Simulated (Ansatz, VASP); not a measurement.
One calculation of Ta6Si, two programs

```
CELL_PARAMETERS angstrom
4.69373 0.00000 0.00000
-2.34686 4.06489 0.00000
0.00000 0.00000 21.48819
ATOMIC_POSITIONS crystal
Ta 0.66667 0.33333 0.18615
Ta 0.33333 0.66667 0.23074
Ta 0.00000 0.00000 0.27532
Ta 0.66667 0.33333 0.31644
Ta 0.33333 0.66667 0.35531
Ta 0.00000 0.00000 0.39502
Si 0.77778 0.22222 0.53323
```

Alike in both runs: task single point; functional PBE; k mesh 6 × 6 × 1; occupations gaussian, width 0.1 eV; collinear spin.

|  | VASP | Ansatz |
| --- | --- | --- |
| version | VASP 6.6.1 | Ansatz 0.2.0 |
| potentials or method | VASP PAW PBE potentials, release 64 (Ta_pv, Si), cutoff 400 eV | scalar-relativistic, plane waves, PAW |
| valence electrons in the cell | 70 | 82 |

```tsv
	VASP	Ansatz	Ansatz less VASP
gap on the k mesh at the Fermi level (eV)	none	none	-
rms of the force components (eV/Å)	0.731	0.728	-0.0028
net moment per atom (μB)	0.00	0.00	0.000
```

Atom by atom the forces differ by 0.005 eV/Å (rms over components). A gap of «none» marks a metal or a gap that the smearing closes. VASP's potentials hold 70 valence electrons a cell and Ansatz's 82, so a difference there can come from the potentials and not from the codes. Ansatz's warnings: seeded moment not kept.

Neither program's run includes spin-orbit coupling.
